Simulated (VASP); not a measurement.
Here is a VASP 6.6.1 calculation.

File INCAR:

```
SYSTEM = TiN
PREC = Accurate
ENCUT = 520
EDIFF = 1E-6
ISMEAR = -1
SIGMA = 0.1
LREAL = .False.
LASPH = .True.
NELM = 60
ALGO = Normal
ISIF = 2
LWAVE = .False.
LCHARG = .False.
LDIPOL = .True.
IDIPOL = 3
DIPOL = 0.5 0.5 0.500
GGA = CA
NBANDS = 34
```

Contents of KPOINTS:

```
Automatic mesh
0
Gamma
  14 14 1
  0 0 0
```

POSCAR

```
TiN
1.0
    2.9500527470      0.0000000000      0.0000000000
    0.0000000000      2.9500527470      0.0000000000
    0.0000000000      0.0000000000     13.2957000000
Ti N
3 3
Direct
    0.2500000000      0.2500000000      0.3525329438
    0.7500000000      0.7500000000      0.5000000161
    0.2500000000      0.2500000000      0.6474670291
    0.7500000000      0.7500000000      0.3384540661
    0.2500000000      0.2500000000      0.4999999897
    0.7500000000      0.7500000000      0.6615459339
```

Potentials or basis: VASP PAW LDA potentials, release 64 (Ti_sv, N).

The run is started by

```bash
$ cat potpaw_LDA.64/Ti_sv/POTCAR potpaw_LDA.64/N/POTCAR > POTCAR
$ mpirun -np 1 vasp_std > vasp.out
```

**Question.** What does it give for the band gap on the k mesh?

**Answer.** Zero (an odd number of electrons rules out a gap without spin polarisation).

**Question.** Estimate the largest force.

**Answer.** 0.066 eV/Å.

Forces in eV/Å, atoms in the order of the input:
```
Ti   0.000  0.000 -0.066
Ti   0.000  0.000  0.000
Ti   0.000  0.000  0.066
N    0.000  0.000 -0.029
N    0.000  0.000  0.000
N    0.000  0.000  0.029
```
